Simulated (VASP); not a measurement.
# Cd3S5 (P-62m) in VASP: relaxation of cell and atoms with PBE

Aim: the relaxation of cell and atoms of Cd3S5 with PBE.

All numbers are computed with VASP 6.6.1; they aren't measurements. Logs are shortened: lines on timing, memory, paths and dates and some standing lists are left out, and cuts for length are marked.

### Step 1. The cell of the first run

The structure is hexagonal, space group P-62m (No. 189). Conventional cell: a = 6.822 Å, b = 6.822 Å, c = 5.442 Å, α = 90.00°, β = 90.00°, γ = 120.00°. Cd (site symmetry m2m) has 5 S at 2.50 to 2.66 Å within 3.3 Å. Within 3.1 Å of S (site symmetry 3) lie 2 S at 2.36 to 3.08 Å and 3 Cd at 2.66 Å. Within 3.3 Å of S (site symmetry -62m) lie 3 Cd at 2.50 Å.

### Step 2. Relaxation of cell and atoms, PBE

Contents of INCAR:

```
SYSTEM = Cd3S5
  PREC = Accurate
  ENCUT = 600
  EDIFF = 1E-7
  ISMEAR = 0
  SIGMA = 0.1
  LREAL = .False.
  LASPH = .True.
  NELM = 60
  ALGO = Normal
  ISIF = 3
  LWAVE = .False.
  LCHARG = .False.
  GGA = PE
  IBRION = 2
  NSW = 100
  EDIFFG = -0.01
```

Contents of KPOINTS:

```
Automatic mesh
0
Gamma
  6 6 6
  0 0 0
```

Contents of POSCAR:

```
Cd3S5
1.0
    6.8220793446      0.0000000000      0.0000000000
   -3.4110396723      5.9080940190      0.0000000000
    0.0000000000      0.0000000000      5.4423534892
Cd S
3 5
Direct
    0.6331955765      0.0000000000      0.5000000000
    0.0000000000      0.6331955765      0.5000000000
    0.3668044235      0.3668044235      0.5000000000
    0.3333333333      0.6666666667      0.2167637323
    0.3333333333      0.6666666667      0.7832362677
    0.6666666667      0.3333333333      0.7832362677
    0.6666666667      0.3333333333      0.2167637323
    0.0000000000      0.0000000000      0.5000000000
```

Potentials or basis: VASP PAW PBE potentials, release 64 (Cd, S).

Run with:

```bash
> cat potpaw_PBE.64/Cd/POTCAR potpaw_PBE.64/S/POTCAR > POTCAR
> mpirun -np 1 vasp_std > vasp.out
```

OUTCAR:

```text
SYSTEM = Cd3S5
   PREC = Accurate
   ENCUT = 600
   EDIFF = 1E-7
   ISMEAR = 0
   LREAL = .False.
   LASPH = .True.
   NELM = 60
   ISIF = 3
   GGA = PE
   IBRION = 2
   NSW = 100
   EDIFFG = -0.01

 ion  position               nearest neighbor table
   1  0.633  0.000  0.500-   8 2.50   7 2.66   6 2.66   5 2.66   4 2.66   2 3.76   3 3.76   3 3.76
                             2 3.76
   2  0.000  0.633  0.500-   8 2.50   5 2.66   4 2.66   7 2.66   6 2.66   1 3.76   1 3.76   3 3.76
                             3 3.76
   3  0.367  0.367  0.500-   8 2.50   5 2.66   4 2.66   7 2.66   6 2.66   1 3.76   1 3.76   2 3.76
                             2 3.76
   4  0.333  0.667  0.217-   5 2.36   2 2.66   1 2.66   3 2.66
   5  0.333  0.667  0.783-   4 2.36   2 2.66   1 2.66   3 2.66
   6  0.667  0.333  0.783-   7 2.36   1 2.66   2 2.66   3 2.66
   7  0.667  0.333  0.217-   6 2.36   1 2.66   2 2.66   3 2.66
   8  0.000  0.000  0.500-   2 2.50   3 2.50   1 2.50

  LATTYP: Found a hexagonal cell.
 ALAT       =     6.8220793446
 C/A-ratio  =     0.7977558182

  Lattice vectors:

 A1 = (   6.8220793446,   0.0000000000,   0.0000000000)
 A2 = (  -3.4110396723,   5.9080940190,   0.0000000000)
 A3 = (   0.0000000000,   0.0000000000,   5.4423534892)

Analysis of symmetry for initial positions (statically):
=====================================================================
 Subroutine PRICEL returns:
 Original cell was already a primitive cell.

 Routine SETGRP: Setting up the symmetry group for a
 hexagonal supercell.

 Subroutine GETGRP returns: Found 12 space group operations
 (whereof 12 operations were pure point group operations)
 out of a pool of 24 trial point group operations.

The static configuration has the point symmetry D_3h.

Analysis of symmetry for dynamics (positions and initial velocities):
=====================================================================
 Subroutine PRICEL returns:
 Original cell was already a primitive cell.

 Routine SETGRP: Setting up the symmetry group for a
 hexagonal supercell.

 Subroutine GETGRP returns: Found 12 space group operations
 (whereof 12 operations were pure point group operations)
 out of a pool of 24 trial point group operations.

The dynamic configuration has the point symmetry D_3h.

 Subroutine INISYM returns: Found 12 space group operations
 (whereof 12 operations are pure point group operations),
 and found     1 'primitive' translations

----------------------------------------------------------------------------------------

                                     Primitive cell

  volume of cell :     219.3567

  direct lattice vectors                    reciprocal lattice vectors
     6.822079345  0.000000000  0.000000000     0.146582874  0.084629662  0.000000000
    -3.411039672  5.908094019  0.000000000     0.000000000  0.169259324  0.000000000
     0.000000000  0.000000000  5.442353489     0.000000000  0.000000000  0.183744037

  length of vectors
     6.822079345  6.822079345  5.442353489     0.169259324  0.169259324  0.183744037

  position of ions in fractional coordinates (direct lattice)
     0.633195577  0.000000000  0.500000000
     0.000000000  0.633195577  0.500000000
     0.366804423  0.366804423  0.500000000
     0.333333333  0.666666667  0.216763732
     0.333333333  0.666666667  0.783236268
     0.666666667  0.333333333  0.783236268
     0.666666667  0.333333333  0.216763732
     0.000000000  0.000000000  0.500000000

  ion indices of the primitive-cell ions
   primitive index   ion index
                 1           1
                 2           2
                 3           3
                 4           4
                 5           5
                 6           6
                 7           7
                 8           8

----------------------------------------------------------------------------------------

 KPOINTS: Automatic mesh

Automatic generation of k-mesh.
 Grid dimensions read from file:
 generate k-points for:    6    6    6

 Generating k-lattice:

  Cartesian coordinates                     Fractional coordinates (reciprocal lattice)
     0.024430479  0.014104944  0.000000000     0.166666667  0.000000000  0.000000000
     0.000000000  0.028209887  0.000000000     0.000000000  0.166666667  0.000000000
     0.000000000  0.000000000  0.030624006     0.000000000  0.000000000  0.166666667

  Length of vectors
     0.028209887  0.028209887  0.030624006

  Shift w.r.t. Gamma in fractional coordinates (k-lattice)
     0.000000000  0.000000000  0.000000000

 Subroutine IBZKPT returns following result:
 ===========================================

 Found     28 irreducible k-points:

 Following reciprocal coordinates:
            Coordinates               Weight
  0.000000  0.000000  0.000000      1.000000
  0.166667  0.000000  0.000000      6.000000
  0.333333  0.000000  0.000000      6.000000
  0.500000  0.000000  0.000000      3.000000
  0.166667  0.166667  0.000000      6.000000
  0.333333  0.166667  0.000000     12.000000
[... 16 lines left out ...]
  0.166667  0.000000  0.500000      6.000000
  0.333333  0.000000  0.500000      6.000000
 [... further k-points ...]
   k-points           NKPTS =     28   k-points in BZ     NKDIM =     28   number of bands    NBANDS=     39
   number of dos      NEDOS =    301   number of ions     NIONS =      8
   total plane-waves  NPLWV = 150528
   dimension x,y,z NGX =    56 NGY =   56 NGZ =   48
   dimension x,y,z NGXF=   112 NGYF=  112 NGZF=   96
   ions per type =               3   5
   NGX,Y,Z   is equivalent  to a cutoff of  13.65, 13.65, 14.66 a.u.
   NGXF,Y,Z  is equivalent  to a cutoff of  27.29, 27.29, 29.32 a.u.
 SYSTEM =  Cd3S5
   PREC   = accura    normal or accurate (medium, high low for compatibility)
   ISTART =      0    job   : 0-new  1-cont  2-samecut
   ICHARG =      2    charge: 1-file 2-atom 10-const
   ISPIN  =      1    spin polarized calculation?
   LNONCOLLINEAR =      F non collinear calculations
   LSORBIT =      F    spin-orbit coupling
   LASPH  =      T    aspherical Exc in radial PAW
   ENCUT  =  600.0 eV  44.10 Ry    6.64 a.u.  13.63 13.63 10.87*2*pi/ulx,y,z
   NELM   =     60;   NELMIN=  2; NELMDL= -5     # of ELM steps
   EDIFF  = 0.1E-06   stopping-criterion for ELM
   LREAL  =      F    real-space projection
   EDIFFG = -.1E-01   stopping-criterion for IOM
   NSW    =    100    number of steps for IOM
   IBRION =      2    ionic relax: 0-MD 1-quasi-New 2-CG
   NFREE  =      1    steps in history (QN), initial steepest desc. (CG)
   ISIF   =      3    stress and relaxation
   ISYM   =      2    0-nonsym 1-usesym 2-fastsym
   POTIM  = 0.5000    time-step for ionic-motion
   TEBEG  =    0.0;   TEEND  =   0.0 temperature during run
   PSTRESS=    0.0 pullay stress
   NELECT =      66.0000    total number of electrons
   NUPDOWN=      -1.0000    fix difference up-down
   EMIN   =  10.00;   EMAX   =-10.00  energy-range for DOS
   EFERMI =   0.00;   METHOD = LEGACY
   ISMEAR =     0;   SIGMA  =   0.10  broadening in eV -4-tet -1-fermi 0-gaus
   EFERMI_NEDOS =   21; number of points for ismear=-14 and -15
   IALGO  =     38    algorithm
   IMIX   =      4    mixing-type and parameters
     AMIX     =   0.40;   BMIX     =  1.00
     AMIX_MAG =   1.60;   BMIX_MAG =  1.00
  volume/ion in A,a.u.               =      27.42       185.04
  Fermi-wavevector in a.u.,A,eV,Ry     =   1.096998  2.073026 16.373314  1.203405
  Thomas-Fermi vector in A             =   2.233350
   LORBIT       =      0    0 simple, 1 ext, 2 COOP (PROOUT), +10 PAW based schemes
   GGA     = PE    functional components
   LHFCALC =     F    Hartree Fock is set to
   AEXX    =    0.0000 exact exchange contribution
   IVDW    =     0    specifies the selected vdW correction
   LEPSILON=     F    determine dielectric tensor
   LRPA    =     F    only Hartree local field effects (RPA)
 conjugate gradient relaxation of ions
 non-spin polarized calculation
 Gauss-broadening in eV      SIGMA  =   0.10
  energy-cutoff  :      600.00
  volume of cell :      219.36
 maximum number of plane-waves:      7359
 NGX is ok and might be reduce to    56
   NGX = 27   NGY = 27   NGZ = 21

--------------------------------------- Ionic step        1  -------------------------------------------

 number of electron      66.0000002 magnetization

 Free energy of the ion-electron system (eV)
  ---------------------------------------------------
  ext. energy  EPLUGINS =         0.00000000
  ---------------------------------------------------
  free energy    TOTEN  =       -24.03790741 eV

  energy without entropy =      -24.01278544  energy(sigma->0) =      -24.02534642

------------------------ aborting loop because EDIFF is reached ----------------------------------------

  FORCE on cell =-STRESS in cart. coord.  units (eV):
  Direction    XX          YY          ZZ          XY          YZ          ZX
  --------------------------------------------------------------------------------------
  -------------------------------------------------------------------------------------
  Total        2.6741849      2.6741849     -7.5884200      0.0000000      0.0000000      0.0000000
  in kB       19.5321974     19.5321974    -55.4256804      0.0000000      0.0000000      0.0000000
  external PRESSURE =      -5.4537619 kB  Pullay stress =       0.0000000 kB
[... 107 lines left out ...]
  FREE ENERGIE OF THE ION-ELECTRON SYSTEM (eV)
  ---------------------------------------------------
  free  energy   TOTEN  =       -24.4713884863 eV

  energy  without entropy=      -24.4689766317  energy(sigma->0) =      -24.47018256

[... ionic steps 4 to 15 ...]

--------------------------------------- Ionic step       16  -------------------------------------------

 number of electron      66.0000004 magnetization

------------------------ aborting loop because EDIFF is reached ----------------------------------------
[... 79 lines left out ...]
--------------------------------------- Ionic step       18  -------------------------------------------

 number of electron      66.0000004 magnetization

 Free energy of the ion-electron system (eV)
  ---------------------------------------------------
  ext. energy  EPLUGINS =         0.00000000
  ---------------------------------------------------
  free energy    TOTEN  =       -24.70332619 eV

  energy without entropy =      -24.69717876  energy(sigma->0) =      -24.70025247

 E-fermi :   1.6739     XC(G=0):  -8.4112

 val. band max:        1.6704179954   @ k =   0.3333   0.3333   0.0000
 cond. band min:       1.8375246605   @ k =   0.1667   0.1667   0.5000
 fundamental gap:      0.1671066650
 Fermi energy:         1.6738665296

 k-point     1 :       0.0000    0.0000    0.0000
  band No.  band energies     occupation
      1     -13.5719      2.00000
      2     -13.3615      2.00000
      3     -10.5704      2.00000
      4      -9.1684      2.00000
      5      -9.0614      2.00000
      6      -7.0086      2.00000
[... 997 lines left out ...]
     38       5.3221      0.00000
     39       5.6811      0.00000

 [... further k-points ...]
[... 5 lines left out ...]
  --------------------------------------------------------------------------------------
  -------------------------------------------------------------------------------------
  Total        0.0024648      0.0024648     -0.0078850      0.0000000      0.0000000      0.0000000
  in kB        0.0180751      0.0180751     -0.0578228      0.0000000      0.0000000      0.0000000
  external PRESSURE =      -0.0072242 kB  Pullay stress =       0.0000000 kB
[... 23 lines left out ...]
  FREE ENERGIE OF THE ION-ELECTRON SYSTEM (eV)
  ---------------------------------------------------
  free  energy   TOTEN  =       -24.7033261856 eV

  energy  without entropy=      -24.6971787551  energy(sigma->0) =      -24.70025247

 reached required accuracy - stopping structural energy minimisation
```

Wall time 51 min (1 thread of Intel Xeon 6975P-C (Granite Rapids), shared host); peak memory 0.58 GiB.

Results:

- Free energy: -24.7033 eV
- Relaxed volume: 27.31 Å³/atom
- Relaxed cell: a = 7.091 Å, b = 7.091 Å, c = 5.018 Å, α = 90.00°, β = 90.00°, γ = 120.00°
- Space group after relaxing (to 0.05 Å): P-62m (No. 189)
- Energy gained by relaxing: 83.2 meV/atom
- Ionic steps: 18
- Pressure after relaxing: 0.0 GPa
- Largest force after relaxing: 0.008 eV/Å
- Band gap on the k mesh: zero (band 33 reaches 1.67 eV, above the bottom of band 34 at 1.17 eV)

Forces on the atoms (eV/Å):
```
Cd   0.008  0.000  0.000
Cd  -0.004  0.007  0.000
Cd  -0.004 -0.007  0.000
S    0.000  0.000 -0.002
S    0.000  0.000  0.002
S    0.000  0.000  0.002
S    0.000  0.000 -0.002
S    0.000  0.000  0.000
```

The path:
```csv
step,energy change (eV),largest force (eV/Å),pressure (GPa),volume (Å³)
1,0.0000,0.7335,-0.55,219.36
2,-0.4088,0.5881,0.01,216.12
3,-0.4335,1.1032,2.12,211.75
4,-0.5185,0.7027,0.49,214.51
5,-0.5180,0.7221,1.46,212.69
6,-0.5418,0.7179,0.88,213.68
7,-0.5420,0.7189,0.96,213.52
8,-0.6183,0.4248,0.02,218.55
9,-0.6241,0.4964,-0.25,220.32
10,-0.6470,0.2788,-0.78,221.44
11,-0.6563,0.1081,-0.63,221.04
12,-0.6640,0.0280,0.24,217.37
13,-0.6646,0.0017,0.05,218.13
14,-0.6652,0.0383,0.04,218.32
15,-0.6652,0.0387,0.04,218.33
16,-0.6654,0.0153,-0.04,218.64
17,-0.6654,0.0149,-0.02,218.56
18,-0.6654,0.0077,0.00,218.48
```

Final structure:
```
Cd S
1.0
     7.09052    0.00000    0.00000
    -3.54526    6.14057    0.00000
     0.00000    0.00000    5.01792
Cd S
3 5
Direct
  0.65200 0.00000 0.50000
  0.00000 0.65200 0.50000
  0.34800 0.34800 0.50000
  0.33333 0.66667 0.20685
  0.33333 0.66667 0.79316
  0.66667 0.33333 0.79316
  0.66667 0.33333 0.20685
  0.00000 0.00000 0.50000
```
